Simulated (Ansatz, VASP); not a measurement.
# TaN in VASP and in Ansatz

```
Ta N
1.0
     3.05000    0.00000    0.00000
    -1.52500    2.64138    0.00000
     0.00000    0.00000    4.79180
Ta N
2 2
Direct
  0.33333 0.66667 0.00000
  0.66667 0.33333 0.50000
  0.33333 0.66667 0.38500
  0.66667 0.33333 0.88500
```

Change from the starting cell: zz strain of -3 %, crystal datasets.

Alike in both runs: task electric field gradients; functional PBEsol; k mesh 9 × 9 × 5; occupations fermi-dirac, width 0.01 eV; no spin polarisation.

```csv
,VASP,Ansatz
version,VASP 6.6.1,Ansatz 0.2.0
potentials or method,"VASP PAW PBE potentials, release 64 (Ta_pv, N), cutoff 520 eV","all-electron PAW with datasets made for the crystal, scalar-relativistic"
```

```tsv
	VASP	Ansatz	Ansatz less VASP
pressure (GPa)	150.9	144.2	-6.73
traceless stress, the component that is largest in VASP (GPa)	-7.12	-6.92	+0.198
rms of the force components (eV/Å)	0.364	0.376	+0.0123
size of Vzz on the site where it differs most (V/Å²)	10.0	9.3	-0.71
```

VASP's potentials were made for PBE, not for PBEsol. Atom by atom the forces differ by 0.012 eV/Å (rms over components). Both programs put the cell under a high pressure, so it lies far from rest at this level. Ansatz ran all-electron here, and VASP with PAW potentials.

Spin-orbit coupling is off throughout. Noted on VASP's run: the cell as given lies far from equilibrium.
